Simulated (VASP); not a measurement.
# AlRu (P4/mmm) in VASP: a series of runs

The runs below take AlRu through single point, with PBE.

Everything below comes from runs of VASP 6.6.1. Logs are shortened: lines on timing, memory, paths and dates and some standing lists are left out, and cuts for length are marked.

## Step 1: The cell of the first run

It takes space group P4/mmm (No. 123, tetragonal). The conventional cell has a = 2.842 Å, b = 2.842 Å, c = 2.917 Å, α = 90.00°, β = 90.00°, γ = 90.00°. Al (site symmetry 4/mmm) has 8 Ru at 2.48 Å and 6 Al at 2.84 to 2.92 Å within 3.3 Å. Ru (site symmetry 4/mmm) has 8 Al at 2.48 Å and 6 Ru at 2.84 to 2.92 Å within 3.3 Å.

## Step 2: Single point, PBE (strain -0.050 along x and y, -0.025 along z)

Contents of INCAR:

```
SYSTEM = AlRu
PREC = Accurate
ENCUT = 520
EDIFF = 1E-6
ISMEAR = 0
SIGMA = 0.15
LREAL = .False.
LASPH = .True.
NELM = 100
ALGO = Fast
ISIF = 2
LWAVE = .False.
LCHARG = .True.
GGA = PE
LELF = .True.
LVHAR = .True.
NBANDS = 16
```

Contents of KPOINTS:

```
Automatic mesh
0
Gamma
  16 16 16
  0 0 0
```

Contents of POSCAR:

```
AlRu
1.0
    2.8420200000      0.0000000000      0.0000000000
    0.0000000000      2.8420200000      0.0000000000
    0.0000000000      0.0000000000      2.9168100000
Al Ru
1 1
Direct
    0.0000000000      0.0000000000      0.0000000000
    0.5000000000      0.5000000000      0.5000000000
```

Potentials or basis: VASP PAW PBE potentials, release 64 (Al, Ru_pv).

Command:

```console
> cat potpaw_PBE.64/Al/POTCAR potpaw_PBE.64/Ru_pv/POTCAR > POTCAR
> mpirun -np 1 vasp_std > vasp.out
```

OUTCAR:

```text
SYSTEM = AlRu
   PREC = Accurate
   ENCUT = 520
   EDIFF = 1E-6
   ISMEAR = 0
   LREAL = .False.
   LASPH = .True.
   NELM = 100
   ISIF = 2
   GGA = PE

 ion  position               nearest neighbor table
   1  0.000  0.000  0.000-   2 2.48   2 2.48   2 2.48   2 2.48   2 2.48   2 2.48   2 2.48   2 2.48

   2  0.500  0.500  0.500-   1 2.48   1 2.48   1 2.48   1 2.48   1 2.48   1 2.48   1 2.48   1 2.48

  LATTYP: Found a simple tetragonal cell.
 ALAT       =     2.8420200000
 C/A-ratio  =     1.0263157895

  Lattice vectors:

 A1 = (   2.8420200000,   0.0000000000,   0.0000000000)
 A2 = (   0.0000000000,   2.8420200000,   0.0000000000)
 A3 = (   0.0000000000,   0.0000000000,   2.9168100000)

Analysis of symmetry for initial positions (statically):
=====================================================================
 Subroutine PRICEL returns:
 Original cell was already a primitive cell.

 Routine SETGRP: Setting up the symmetry group for a
 simple tetragonal supercell.

 Subroutine GETGRP returns: Found 16 space group operations
 (whereof 16 operations were pure point group operations)
 out of a pool of 16 trial point group operations.

The static configuration has the point symmetry D_4h.

Analysis of symmetry for dynamics (positions and initial velocities):
=====================================================================
 Subroutine PRICEL returns:
 Original cell was already a primitive cell.

 Routine SETGRP: Setting up the symmetry group for a
 simple tetragonal supercell.

 Subroutine GETGRP returns: Found 16 space group operations
 (whereof 16 operations were pure point group operations)
 out of a pool of 16 trial point group operations.

The dynamic configuration has the point symmetry D_4h.

 Subroutine INISYM returns: Found 16 space group operations
 (whereof 16 operations are pure point group operations),
 and found     1 'primitive' translations

----------------------------------------------------------------------------------------

                                     Primitive cell

  volume of cell :      23.5593

  direct lattice vectors                    reciprocal lattice vectors
     2.842020000  0.000000000  0.000000000     0.351862408  0.000000000  0.000000000
     0.000000000  2.842020000  0.000000000     0.000000000  0.351862408  0.000000000
     0.000000000  0.000000000  2.916810000     0.000000000  0.000000000  0.342840295

  length of vectors
     2.842020000  2.842020000  2.916810000     0.351862408  0.351862408  0.342840295

  position of ions in fractional coordinates (direct lattice)
     0.000000000  0.000000000  0.000000000
     0.500000000  0.500000000  0.500000000

  ion indices of the primitive-cell ions
   primitive index   ion index
                 1           1
                 2           2

----------------------------------------------------------------------------------------

 KPOINTS: Automatic mesh

Automatic generation of k-mesh.
 Grid dimensions read from file:
 generate k-points for:   16   16   16

 Generating k-lattice:

  Cartesian coordinates                     Fractional coordinates (reciprocal lattice)
     0.021991400  0.000000000  0.000000000     0.062500000  0.000000000  0.000000000
     0.000000000  0.021991400  0.000000000     0.000000000  0.062500000  0.000000000
     0.000000000  0.000000000  0.021427518     0.000000000  0.000000000  0.062500000

  Length of vectors
     0.021991400  0.021991400  0.021427518

  Shift w.r.t. Gamma in fractional coordinates (k-lattice)
     0.000000000  0.000000000  0.000000000

 Subroutine IBZKPT returns following result:
 ===========================================

 Found    405 irreducible k-points:

 Following reciprocal coordinates:
            Coordinates               Weight
  0.000000  0.000000  0.000000      1.000000
  0.062500  0.000000  0.000000      4.000000
  0.125000  0.000000  0.000000      4.000000
  0.187500  0.000000  0.000000      4.000000
  0.250000  0.000000  0.000000      4.000000
  0.312500  0.000000  0.000000      4.000000
[... 16 lines left out ...]
  0.437500  0.125000  0.000000      8.000000
  0.500000  0.125000  0.000000      4.000000
 [... further k-points ...]
   k-points           NKPTS =    405   k-points in BZ     NKDIM =    405   number of bands    NBANDS=     16
   number of dos      NEDOS =    301   number of ions     NIONS =      2
   total plane-waves  NPLWV =  13824
   dimension x,y,z NGX =    24 NGY =   24 NGZ =   24
   dimension x,y,z NGXF=    48 NGYF=   48 NGZF=   48
   ions per type =               1   1
   NGX,Y,Z   is equivalent  to a cutoff of  14.04, 14.04, 13.68 a.u.
   NGXF,Y,Z  is equivalent  to a cutoff of  28.08, 28.08, 27.36 a.u.
 SYSTEM =  AlRu
   PREC   = accura    normal or accurate (medium, high low for compatibility)
   ISTART =      0    job   : 0-new  1-cont  2-samecut
   ICHARG =      2    charge: 1-file 2-atom 10-const
   ISPIN  =      1    spin polarized calculation?
   LNONCOLLINEAR =      F non collinear calculations
   LSORBIT =      F    spin-orbit coupling
   LASPH  =      T    aspherical Exc in radial PAW
   ENCUT  =  520.0 eV  38.22 Ry    6.18 a.u.   5.28  5.28  5.42*2*pi/ulx,y,z
   NELM   =    100;   NELMIN=  2; NELMDL= -5     # of ELM steps
   EDIFF  = 0.1E-05   stopping-criterion for ELM
   LREAL  =      F    real-space projection
   EDIFFG = 0.1E-04   stopping-criterion for IOM
   NSW    =      0    number of steps for IOM
   IBRION =     -1    ionic relax: 0-MD 1-quasi-New 2-CG
   NFREE  =      0    steps in history (QN), initial steepest desc. (CG)
   ISIF   =      2    stress and relaxation
   ISYM   =      2    0-nonsym 1-usesym 2-fastsym
   POTIM  = 0.5000    time-step for ionic-motion
   TEBEG  =    0.0;   TEEND  =   0.0 temperature during run
   PSTRESS=    0.0 pullay stress
   NELECT =      17.0000    total number of electrons
   NUPDOWN=      -1.0000    fix difference up-down
   EMIN   =  10.00;   EMAX   =-10.00  energy-range for DOS
   EFERMI =   0.00;   METHOD = LEGACY
   ISMEAR =     0;   SIGMA  =   0.15  broadening in eV -4-tet -1-fermi 0-gaus
   EFERMI_NEDOS =   21; number of points for ismear=-14 and -15
   IALGO  =     68    algorithm
   IMIX   =      4    mixing-type and parameters
     AMIX     =   0.40;   BMIX     =  1.00
     AMIX_MAG =   1.60;   BMIX_MAG =  1.00
  volume/ion in A,a.u.               =      11.78        79.49
  Fermi-wavevector in a.u.,A,eV,Ry     =   1.468375  2.774827 29.335867  2.156125
  Thomas-Fermi vector in A             =   2.583880
   LORBIT       =      0    0 simple, 1 ext, 2 COOP (PROOUT), +10 PAW based schemes
   GGA     = PE    functional components
   LHFCALC =     F    Hartree Fock is set to
   AEXX    =    0.0000 exact exchange contribution
   IVDW    =     0    specifies the selected vdW correction
   LEPSILON=     F    determine dielectric tensor
   LRPA    =     F    only Hartree local field effects (RPA)
 non-spin polarized calculation
 RMM-DIIS sequential band-by-band and
 Gauss-broadening in eV      SIGMA  =   0.15
  energy-cutoff  :      520.00
  volume of cell :       23.56
 maximum number of plane-waves:       651
 NGX is ok and might be reduce to    24
   NGX = 11   NGY = 11   NGZ = 11

 number of electron      17.0000000 magnetization

 Free energy of the ion-electron system (eV)
  ---------------------------------------------------
  ext. energy  EPLUGINS =         0.00000000
  ---------------------------------------------------
  free energy    TOTEN  =       -13.87754634 eV

  energy without entropy =      -13.86151489  energy(sigma->0) =      -13.86953061

 E-fermi :  12.6614     XC(G=0): -13.2363

 val. band max:       12.6586061881   @ k =   0.1250   0.0000   0.1250
 cond. band min:      12.6625273454   @ k =   0.3125   0.3125   0.3750
 fundamental gap:      0.0039211573
 Fermi energy:        12.6614351385

 k-point     1 :       0.0000    0.0000    0.0000
  band No.  band energies     occupation
      1     -29.1974      2.00000
      2     -29.1537      2.00000
      3     -29.1537      2.00000
      4       2.1942      2.00000
      5       8.2965      2.00000
      6       8.3152      2.00000
[... 8 lines left out ...]
     15      24.7626      0.00000
     16      30.3405      0.00000

 k-point     2 :       0.0625    0.0000    0.0000
  band No.  band energies     occupation
      1     -29.1961      2.00000
      2     -29.1679      2.00000
      3     -29.1525      2.00000
      4       2.2799      2.00000
      5       8.3319      2.00000
      6       8.3558      2.00000
[... 8 lines left out ...]
     15      24.7634      0.00000
     16      30.5893      0.00000

 k-point     3 :       0.1250    0.0000    0.0000
  band No.  band energies     occupation
      1     -29.2082      2.00000
      2     -29.1926      2.00000
      3     -29.1491      2.00000
      4       2.5329      2.00000
      5       8.4288      2.00000
      6       8.4668      2.00000
[... 8 lines left out ...]
     15      25.3885      0.00000
     16      31.3478      0.00000

 k-point     4 :       0.1875    0.0000    0.0000
  band No.  band energies     occupation
      1     -29.2680      2.00000
      2     -29.1873      2.00000
      3     -29.1440      2.00000
      4       2.9415      2.00000
      5       8.5765      2.00000
      6       8.5953      2.00000
[... 8 lines left out ...]
     15      26.0539      0.00000
     16      31.2385      0.00000
[... 324 lines left out ...]
 k-point    22 :       0.3750    0.1250    0.0000
  band No.  band energies     occupation
      1     -29.4588      2.00000
      2     -29.1789      2.00000
      3     -29.1647      2.00000
      4       5.1411      2.00000
      5       8.1002      2.00000
      6       9.3342      2.00000
[... 8 lines left out ...]
     15      27.1379      0.00000
     16      27.7518      0.00000

 k-point    23 :       0.4375    0.1250    0.0000
  band No.  band energies     occupation
      1     -29.4973      2.00000
      2     -29.1752      2.00000
      3     -29.1611      2.00000
      4       5.9018      2.00000
      5       7.4678      2.00000
      6       9.4786      2.00000
[... 8 lines left out ...]
     15      26.0774      0.00000
     16      26.8148      0.00000

 k-point    24 :       0.5000    0.1250    0.0000
  band No.  band energies     occupation
      1     -29.5107      2.00000
      2     -29.1739      2.00000
      3     -29.1599      2.00000
      4       6.5295      2.00000
      5       6.8775      2.00000
      6       9.5348      2.00000
[... 8 lines left out ...]
     15      25.5858      0.00000
     16      26.3095      0.00000

 [... further k-points ...]
[... 5 lines left out ...]
  --------------------------------------------------------------------------------------
  -------------------------------------------------------------------------------------
  Total        6.0295431      6.0295431      5.1057927      0.0000000      0.0000000      0.0000000
  in kB      410.0460085    410.0460085    347.2253002      0.0000000      0.0000000      0.0000000
  external PRESSURE =     389.1057724 kB  Pullay stress =       0.0000000 kB

 VOLUME and BASIS-vectors are now :
 -----------------------------------------------------------------------------
  energy-cutoff  :      520.00
  volume of cell :       23.56
      direct lattice vectors                 reciprocal lattice vectors
     2.842020000  0.000000000  0.000000000     0.351862408  0.000000000  0.000000000
     0.000000000  2.842020000  0.000000000     0.000000000  0.351862408  0.000000000
     0.000000000  0.000000000  2.916810000     0.000000000  0.000000000  0.342840295

 POSITION                                       TOTAL-FORCE (eV/Angst)
 -----------------------------------------------------------------------------------
      0.00000      0.00000      0.00000         0.000000      0.000000      0.000000
      1.42101      1.42101      1.45840         0.000000      0.000000      0.000000
 -----------------------------------------------------------------------------------
    total drift:                                0.000000     -0.000000     -0.000000

  FREE ENERGIE OF THE ION-ELECTRON SYSTEM (eV)
  ---------------------------------------------------
  free  energy   TOTEN  =       -13.8775463408 eV

  energy  without entropy=      -13.8615148873  energy(sigma->0) =      -13.86953061
```

It took 42 s on 1 thread of Intel Xeon 6975P-C (Granite Rapids), shared host; peak memory 0.25 GiB.

Results:

- Free energy: -13.8775 eV
- Pressure: 38.9 GPa

Caveat: the cell differs from its parent crystal (strain -0.050 along x and y, -0.025 along z).

## Step 3: Single point, PBE (strain +0.025 along x and y, -0.025 along z)

Contents of INCAR:

```
SYSTEM = AlRu
ALGO     = Fast           ! electronic algorithm
EDIFF    = 1E-7           ! SCF threshold, eV
ENCUT    = 520            ! plane-wave cutoff, eV
GGA      = PE             ! functional
ISIF     = 2              ! what is computed and relaxed
ISMEAR   = 0              ! smearing method
LASPH    = .True.         ! aspherical terms in the spheres
LCHARG   = .False.        ! write CHGCAR
LREAL    = .False.        ! projectors in reciprocal space
LWAVE    = .False.        ! write WAVECAR
NBANDS   = 16             ! bands
NELM     = 60             ! most SCF steps
PREC     = Accurate       ! precision mode
SIGMA    = 0.15           ! smearing width, eV
```

Contents of KPOINTS:

```
k-points
0
Gamma
  16 16 16
  0 0 0
```

Contents of POSCAR:

```
AlRu
1.0
    3.0663900000      0.0000000000      0.0000000000
    0.0000000000      3.0663900000      0.0000000000
    0.0000000000      0.0000000000      2.9168100000
Al Ru
1 1
Direct
    0.0000000000      0.0000000000      0.0000000000
    0.5000000000      0.5000000000      0.5000000000
```

Potentials or basis: VASP PAW PBE potentials, release 64 (Al, Ru_pv).

Command:

```console
> cat potpaw_PBE.64/Al/POTCAR potpaw_PBE.64/Ru_pv/POTCAR > POTCAR
> mpirun -np 1 vasp_std > vasp.out
```

It took 48 s on 1 thread of Intel Xeon 6975P-C (Granite Rapids), shared host; peak memory 0.27 GiB.

The run converged. Its results:

```
Free energy : -14.2413 eV
Pressure    : -2.1 GPa
```

Stress tensor (GPa, compression positive):
```
-4.90  0.00  0.00
 0.00 -4.90  0.00
 0.00  0.00  3.63
```

Levels at points of the mesh, in eV from the Fermi level:
| k point | band 6 | band 7 | band 8 | band 9 | band 10 | band 11 | band 12 | band 13 |
| --- | --- | --- | --- | --- | --- | --- | --- | --- |
| (0.00, 0.00, 0.00) | -3.47 | -0.06 | 0.26 | 0.26 | 5.43 | 5.43 | 6.97 | 10.60 |
| (0.50, 0.00, 0.00) | -2.77 | -1.76 | -1.19 | 0.47 | 1.90 | 7.40 | 10.44 | 11.77 |
| (0.50, 0.50, 0.00) | -1.56 | -1.56 | -0.84 | -0.84 | 1.24 | 4.67 | 5.74 | 11.17 |
| (0.00, 0.00, 0.50) | -2.56 | -1.79 | -1.79 | 0.26 | 2.72 | 7.41 | 10.47 | 10.47 |
| (0.50, 0.00, 0.50) | -1.46 | -1.38 | -1.21 | -1.10 | 1.52 | 5.41 | 6.04 | 10.02 |
| (0.50, 0.50, 0.50) | -4.47 | 1.37 | 1.70 | 2.41 | 3.96 | 3.96 | 4.26 | 7.82 |

Caveat: the cell differs from its parent crystal (strain +0.025 along x and y, -0.025 along z).

## Step 4: Single point, PBE (strain +0.025 along x and y, +0.050 along z)

Contents of INCAR:

```
SYSTEM = AlRu
PREC = Accurate
ENCUT = 520
EDIFF = 1E-6
ISMEAR = 0
SIGMA = 0.15
LREAL = .FALSE.
LASPH = .TRUE.
NELM = 80
ALGO = Fast
ISIF = 2
LWAVE = .FALSE.
LCHARG = .FALSE.
GGA = PE
NBANDS = 16
```

Contents of KPOINTS:

```
Automatic mesh
0
G
  16 16 16
  0 0 0
```

Edit POSCAR of step 3 so:

```diff
@@ -4,3 +4,3 @@
     0.0000000000      3.0663900000      0.0000000000
-    0.0000000000      0.0000000000      2.9168100000
+    0.0000000000      0.0000000000      3.1411800000
 Al Ru
```

Command:

```console
> cat potpaw_PBE.64/Al/POTCAR potpaw_PBE.64/Ru_pv/POTCAR > POTCAR
> mpirun -np 1 vasp_std > vasp.out
```

Run time: 38 s. Hardware: 1 thread of Intel Xeon 6975P-C (Granite Rapids), shared host; peak memory 0.29 GiB.

It converged, with:

| Item | Value |
| --- | --- |
| Free energy | -14.1452 eV |
| Pressure | -14.4 GPa |

Stress tensor (GPa, compression positive):
```
-13.41   0.00   0.00
  0.00 -13.41   0.00
  0.00   0.00 -16.49
```

Levels at points of the mesh, in eV from the Fermi level:
| k point | band 7 | band 8 | band 9 | band 10 | band 11 | band 12 |
| --- | --- | --- | --- | --- | --- | --- |
| (0.00, 0.00, 0.00) | 0.09 | 0.09 | 0.22 | 5.15 | 5.83 | 5.83 |
| (0.50, 0.00, 0.00) | -1.59 | -1.34 | 0.32 | 2.06 | 7.44 | 10.11 |
| (0.50, 0.50, 0.00) | -1.22 | -1.13 | -1.13 | 1.38 | 4.88 | 5.34 |
| (0.00, 0.00, 0.50) | -1.33 | -1.33 | 0.41 | 1.70 | 7.48 | 10.70 |
| (0.50, 0.00, 0.50) | -1.26 | -0.98 | -0.91 | 1.24 | 4.60 | 5.22 |
| (0.50, 0.50, 0.50) | 1.29 | 1.45 | 1.97 | 3.83 | 3.95 | 3.95 |

Caveat: the cell differs from its parent crystal (strain +0.025 along x and y, +0.050 along z).

## Step 5: Overview

| cell | further INCAR settings | gap on the mesh (eV) | pressure (GPa) |
| --- | --- | --- | --- |
| a = 2.842, b = 2.842, c = 2.917 Å, 2 atoms | ALGO = Fast; EDIFF = 1e-06; NBANDS = 16 | none | 38.9 |
| a = 3.066, b = 3.066, c = 2.917 Å, 2 atoms | ALGO = Fast; EDIFF = 1e-07; NBANDS = 16 | none | -2.1 |
| a = 3.066, b = 3.066, c = 3.141 Å, 2 atoms | ALGO = Fast; EDIFF = 1e-06; NBANDS = 16 | none | -14.4 |

Alike in all rows: task single point; level PBE; potentials or basis VASP PAW PBE potentials, release 64 (Al, Ru_pv); no spin polarisation; k mesh 16 × 16 × 16; cutoff (eV) 520; smearing gaussian 0.15 eV.

Total energies depend on the potentials used, so only differences within one code and one set of settings carry meaning.
